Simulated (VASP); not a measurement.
# Li2S (Fm-3m) in VASP: settings compared

Li2S is run at these levels: PBEsol, PBE; tasks: single point.

All numbers are computed with VASP 6.6.1; they aren't measurements. Logs are shortened: lines on timing, memory, paths and dates and some standing lists are left out, and cuts for length are marked.

## 1. The cell of the first run

The structure is cubic, space group Fm-3m (No. 225). Conventional cell: a = 5.654 Å, b = 5.654 Å, c = 5.654 Å, α = 90.00°, β = 90.00°, γ = 90.00°. Li (site symmetry -43m) has 4 S at 2.45 Å and 6 Li at 2.83 Å within 3.2 Å. S (site symmetry m-3m) has 8 Li at 2.45 Å within 3.2 Å.

## 2. Single point, PBEsol

The input, INCAR:

```
SYSTEM = Li2S
ALGO = Normal
EDIFF = 1E-6
ENCUT = 750
GGA = PS
GGA_COMPAT = .FALSE.
ISIF = 2
ISMEAR = -1
LASPH = .TRUE.
LCHARG = .FALSE.
LREAL = .FALSE.
LWAVE = .FALSE.
NBANDS = 13
NELM = 120
PREC = Accurate
SIGMA = 0.02
```

The input, KPOINTS:

```
k-points
0
G
  8 8 8
  0 0 0
```

The input, POSCAR:

```
Li2S
1.0
    0.0000000000      2.8271126536      2.8271126536
    2.8271126536      0.0000000000      2.8271126536
    2.8271126536      2.8271126536      0.0000000000
Li S
2 1
Direct
    0.2500000000      0.2500000000      0.2500000000
    0.7500000000      0.7500000000      0.7500000000
    0.0000000000      0.0000000000      0.0000000000
```

Potentials or basis: VASP PAW PBE potentials, release 64 (Li_sv, S).

On the command line:

```bash
> cat potpaw_PBE.64/Li_sv/POTCAR potpaw_PBE.64/S/POTCAR > POTCAR
> mpirun -np 1 vasp_std > vasp.out
```

OUTCAR:

```text
SYSTEM = Li2S
   EDIFF = 1E-6
   ENCUT = 750
   GGA = PS
   ISIF = 2
   ISMEAR = -1
   LASPH = .TRUE.
   LREAL = .FALSE.
   NELM = 120
   PREC = Accurate

 ion  position               nearest neighbor table
   1  0.250  0.250  0.250-   3 2.45   3 2.45   3 2.45   3 2.45
   2  0.750  0.750  0.750-   3 2.45   3 2.45   3 2.45   3 2.45
   3  0.000  0.000  0.000-   2 2.45   2 2.45   2 2.45   1 2.45   2 2.45   1 2.45   1 2.45   1 2.45

  LATTYP: Found a face centered cubic cell.
 ALAT       =     5.6542253072

  Lattice vectors:

 A1 = (   0.0000000000,   2.8271126536,   2.8271126536)
 A2 = (   2.8271126536,   0.0000000000,   2.8271126536)
 A3 = (   2.8271126536,   2.8271126536,   0.0000000000)

Analysis of symmetry for initial positions (statically):
=====================================================================
 Subroutine PRICEL returns:
 Original cell was already a primitive cell.

 Routine SETGRP: Setting up the symmetry group for a
 face centered cubic supercell.

 Subroutine GETGRP returns: Found 48 space group operations
 (whereof 48 operations were pure point group operations)
 out of a pool of 48 trial point group operations.

The static configuration has the point symmetry O_h .

Analysis of symmetry for dynamics (positions and initial velocities):
=====================================================================
 Subroutine PRICEL returns:
 Original cell was already a primitive cell.

 Routine SETGRP: Setting up the symmetry group for a
 face centered cubic supercell.

 Subroutine GETGRP returns: Found 48 space group operations
 (whereof 48 operations were pure point group operations)
 out of a pool of 48 trial point group operations.

The dynamic configuration has the point symmetry O_h .

 Subroutine INISYM returns: Found 48 space group operations
 (whereof 48 operations are pure point group operations),
 and found     1 'primitive' translations

----------------------------------------------------------------------------------------

                                     Primitive cell

  volume of cell :      45.1918

  direct lattice vectors                    reciprocal lattice vectors
     0.000000000  2.827112654  2.827112654    -0.176858888  0.176858888  0.176858888
     2.827112654  0.000000000  2.827112654     0.176858888 -0.176858888  0.176858888
     2.827112654  2.827112654  0.000000000     0.176858888  0.176858888 -0.176858888

  length of vectors
     3.998141057  3.998141057  3.998141057     0.306328580  0.306328580  0.306328580

  position of ions in fractional coordinates (direct lattice)
     0.250000000  0.250000000  0.250000000
     0.750000000  0.750000000  0.750000000
     0.000000000  0.000000000  0.000000000

[... 91 lines left out ...]
   EFERMI =   0.00;   METHOD = LEGACY
   ISMEAR =    -1;   SIGMA  =   0.02  broadening in eV -4-tet -1-fermi 0-gaus
   EFERMI_NEDOS =   21; number of points for ismear=-14 and -15
   IALGO  =     38    algorithm
   IMIX   =      4    mixing-type and parameters
     AMIX     =   0.40;   BMIX     =  1.00
     AMIX_MAG =   1.60;   BMIX_MAG =  1.00
  volume/ion in A,a.u.               =      15.06       101.66
  Fermi-wavevector in a.u.,A,eV,Ry     =   1.052242  1.988448 15.064539  1.107212
  Thomas-Fermi vector in A             =   2.187316
   LORBIT       =      0    0 simple, 1 ext, 2 COOP (PROOUT), +10 PAW based schemes
   GGA     = PS    functional components
   LHFCALC =     F    Hartree Fock is set to
   AEXX    =    0.0000 exact exchange contribution
   IVDW    =     0    specifies the selected vdW correction
   LEPSILON=     F    determine dielectric tensor
   LRPA    =     F    only Hartree local field effects (RPA)
 non-spin polarized calculation
  energy-cutoff  :      750.00
  volume of cell :       45.19
 maximum number of plane-waves:      2148
   NGX = 17   NGY = 17   NGZ = 17

 number of electron      11.9999996 magnetization

 Free energy of the ion-electron system (eV)
  ---------------------------------------------------
  ext. energy  EPLUGINS =         0.00000000
  ---------------------------------------------------
  free energy    TOTEN  =       -12.37687737 eV

  energy without entropy =      -12.37687737  energy(sigma->0) =      -12.37687737

 E-fermi :   2.1227     XC(G=0):  -8.7279

 val. band max:        1.5557437701   @ k =   0.0000   0.0000   0.0000
 cond. band min:       4.7595031123   @ k =   0.5000   0.5000   0.0000
 fundamental gap:      3.2037593422
 Fermi energy:         2.1227297518

 k-point     1 :       0.0000    0.0000    0.0000
  band No.  band energies     occupation
      1     -41.8933      2.00000
      2     -41.8433      2.00000
      3      -9.5272      2.00000
      4       1.5557      2.00000
      5       1.5557      2.00000
      6       1.5557      2.00000
      7       5.7733      0.00000
      8       7.7144      0.00000
      9       7.7144      0.00000
     10       7.7144      0.00000
     11      12.7497      0.00000
     12      12.7497      0.00000
     13      13.9409      0.00000
[... 354 lines left out ...]
  band No.  band energies     occupation
      1     -41.8671      2.00000
      2     -41.8671      2.00000
      3      -8.9974      2.00000
      4      -1.1401      2.00000
      5       0.2578      2.00000
      6       0.6049      2.00000
      7       7.3114      0.00000
      8       8.1713      0.00000
      9       9.9075      0.00000
     10      10.5588      0.00000
     11      11.9273      0.00000
     12      13.2480      0.00000
     13      15.0530      0.00000

 [... further k-points ...]

------------------------ aborting loop because EDIFF is reached ----------------------------------------

  FORCE on cell =-STRESS in cart. coord.  units (eV):
  Direction    XX          YY          ZZ          XY          YZ          ZX
  --------------------------------------------------------------------------------------
  -------------------------------------------------------------------------------------
  Total       -0.0108418     -0.0108418     -0.0108418      0.0000000     -0.0000000      0.0000000
  in kB       -0.3843715     -0.3843715     -0.3843715      0.0000000     -0.0000000      0.0000000
  external PRESSURE =      -0.3843715 kB  Pullay stress =       0.0000000 kB

 VOLUME and BASIS-vectors are now :
 -----------------------------------------------------------------------------
  energy-cutoff  :      750.00
  volume of cell :       45.19
      direct lattice vectors                 reciprocal lattice vectors
     0.000000000  2.827112654  2.827112654    -0.176858888  0.176858888  0.176858888
     2.827112654  0.000000000  2.827112654     0.176858888 -0.176858888  0.176858888
     2.827112654  2.827112654  0.000000000     0.176858888  0.176858888 -0.176858888

 POSITION                                       TOTAL-FORCE (eV/Angst)
 -----------------------------------------------------------------------------------
      1.41356      1.41356      1.41356         0.000000      0.000000      0.000000
      4.24067      4.24067      4.24067        -0.000000     -0.000000     -0.000000
      0.00000      0.00000      0.00000        -0.000000     -0.000000     -0.000000
 -----------------------------------------------------------------------------------
    total drift:                                0.000000      0.000000      0.000000

  FREE ENERGIE OF THE ION-ELECTRON SYSTEM (eV)
  ---------------------------------------------------
  free  energy   TOTEN  =       -12.3768773690 eV

  energy  without entropy=      -12.3768773690  energy(sigma->0) =      -12.37687737
```

stdout:

```text
POSCAR found type information on POSCAR LiS
 POSCAR found :  2 types and       3 ions
 scaLAPACK will be used
 -----------------------------------------------------------------------------
|                                                                             |
|                                                                             |
|     You enforced a specific xc type in the INCAR file but a different       |
|     I HOPE YOU KNOW WHAT YOU ARE DOING!                                     |
|                                                                             |
 -----------------------------------------------------------------------------

 LDA part: xc-table for (Slater+PW92), standard interpolation
 POSCAR, INCAR and KPOINTS ok, starting setup
 FFT: planning ... GRIDC
 FFT: planning ... GRID_SOFT
 FFT: planning ... GRID
 WAVECAR not read
 entering main loop
```

Run time: 32 s. Hardware: 1 thread of Intel Xeon 8259CL, shared host; peak memory 0.2 GiB.

Results:

```yaml
Free_energy: -12.3769 eV
Pressure: 0.0 GPa
Band_gap_on_the_k_mesh: 3.20 eV (least direct gap 4.22 eV)
```

Levels at points of the mesh, in eV from the valence-band top:
```
           k point  band 3  band 4  band 5  band 6  band 7  band 8  band 9  band 10
(0.00, 0.00, 0.00)  -11.08    0.00    0.00    0.00    4.22    6.16    6.16     6.16
(0.50, 0.00, 0.00)  -10.62   -3.00   -0.53   -0.53    6.11    6.49    6.49     8.35
(0.50, 0.50, 0.00)  -10.49   -2.24   -1.49   -1.49    3.20    7.08   11.14    11.14
```

Caveat: the PAW data sets were made with another functional, which shifts forces and pressure a little. As with any semilocal functional, this PBEsol gap is likely too small.

## 3. Single point, PBE

This run uses another cell than the first one, of 15.48 Å³/atom.

The input, INCAR:

```
SYSTEM = Li2S
ALGO = Normal ; EDIFF = 1E-6
ENCUT = 750 ; GGA = PE
GGA_COMPAT = .FALSE. ; ISIF = 2
ISMEAR = -1 ; LASPH = .TRUE.
LCHARG = .FALSE. ; LREAL = .FALSE.
LWAVE = .FALSE. ; NBANDS = 13
NELM = 120 ; PREC = Accurate
SIGMA = 0.02
```

KPOINTS is that of step 2.

The input, POSCAR:

```
Li2S
1.0
    0.0000000000      2.8528159655      2.8528159655
    2.8528159655      0.0000000000      2.8528159655
    2.8528159655      2.8528159655      0.0000000000
Li S
2 1
Direct
    0.2500000000      0.2500000000      0.2500000000
    0.7500000000      0.7500000000      0.7500000000
    0.0000000000      0.0000000000      0.0000000000
```

Potentials or basis: VASP PAW PBE potentials, release 64 (Li_sv, S).

On the command line:

```bash
> cat potpaw_PBE.64/Li_sv/POTCAR potpaw_PBE.64/S/POTCAR > POTCAR
> mpirun -np 1 vasp_std > vasp.out
```

Wall time 43 s (1 thread of Intel Xeon 8259CL, shared host); peak memory 0.2 GiB.

It converged, with:

```yaml
Free_energy: -11.9951 eV
Pressure: -0.1 GPa
Band_gap_on_the_k_mesh: 3.39 eV (least direct gap 4.25 eV)
```

Levels at points of the mesh, in eV from the valence-band top:
| k point | band 3 | band 4 | band 5 | band 6 | band 7 | band 8 | band 9 | band 10 |
| --- | --- | --- | --- | --- | --- | --- | --- | --- |
| (0.00, 0.00, 0.00) | -11.01 | 0.00 | 0.00 | 0.00 | 4.25 | 6.23 | 6.23 | 6.23 |
| (0.50, 0.00, 0.00) | -10.58 | -2.86 | -0.50 | -0.50 | 6.08 | 6.57 | 6.57 | 8.39 |
| (0.50, 0.50, 0.00) | -10.46 | -2.16 | -1.41 | -1.41 | 3.39 | 7.07 | 11.06 | 11.06 |

## 4. Single point, PBE

This run uses another cell than the first one, of 15.36 Å³/atom.

The input, INCAR:

```
SYSTEM = Li2S
PREC = Accurate ; ENCUT = 750
EDIFF = 1E-6 ; ISMEAR = -1
SIGMA = 0.02 ; LREAL = .FALSE.
LASPH = .TRUE. ; NELM = 120
ALGO = Normal ; ISIF = 2
LWAVE = .FALSE. ; LCHARG = .FALSE.
GGA = PE ; NBANDS = 13
GGA_COMPAT = .FALSE.
```

The input, KPOINTS:

```
regular mesh
0
G
  8 8 8
  0 0 0
```

The input, POSCAR:

```
Li2S
1.0
    0.0000000000      2.8452944194      2.8452944194
    2.8452944194      0.0000000000      2.8452944194
    2.8452944194      2.8452944194      0.0000000000
Li S
2 1
Direct
    0.2500000000      0.2500000000      0.2500000000
    0.7500000000      0.7500000000      0.7500000000
    0.0000000000      0.0000000000      0.0000000000
```

On the command line:

```bash
> cat potpaw_PBE.64/Li_sv/POTCAR potpaw_PBE.64/S/POTCAR > POTCAR
> mpirun -np 1 vasp_std > vasp.out
```

It took 57 s on 1 thread of Intel Xeon 8259CL, shared host; peak memory 0.2 GiB.

The run converged. Its results:

```yaml
Free_energy: -11.9948 eV
Pressure: 0.2 GPa
Band_gap_on_the_k_mesh: 3.39 eV (least direct gap 4.29 eV)
```

Levels at points of the mesh, in eV from the valence-band top:
| k point | band 2 | band 3 | band 4 | band 5 | band 6 | band 7 | band 8 | band 9 | band 10 | band 11 |
| --- | --- | --- | --- | --- | --- | --- | --- | --- | --- | --- |
| (0.00, 0.00, 0.00) | -44.12 | -11.04 | 0.00 | 0.00 | 0.00 | 4.29 | 6.23 | 6.23 | 6.23 | 11.19 |
| (0.50, 0.00, 0.00) | -44.14 | -10.60 | -2.89 | -0.51 | -0.51 | 6.12 | 6.58 | 6.58 | 8.43 | 12.83 |
| (0.50, 0.50, 0.00) | -44.13 | -10.47 | -2.17 | -1.43 | -1.43 | 3.39 | 7.09 | 11.12 | 11.12 | 12.14 |

## 5. The runs side by side

| level | cell | gap on the mesh (eV) | pressure (GPa) |
| --- | --- | --- | --- |
| PBEsol | a = 3.998 Å, angles 60.0°, 3 atoms | 3.20 | 0.0 |
| PBE | a = 4.034 Å, angles 60.0°, 3 atoms | 3.39 | -0.1 |
| PBE | a = 4.024 Å, angles 60.0°, 3 atoms | 3.39 | 0.2 |

Alike in all rows: task single point; potentials or basis VASP PAW PBE potentials, release 64 (Li_sv, S); no spin polarisation; k mesh 8 × 8 × 8; cutoff (eV) 750; smearing fermi-dirac 0.02 eV.

Caveats: the PAW data sets were made with another functional, which shifts forces and pressure a little (at least some runs).

Total energies depend on the potentials used, so only differences within one code and one set of settings carry meaning.
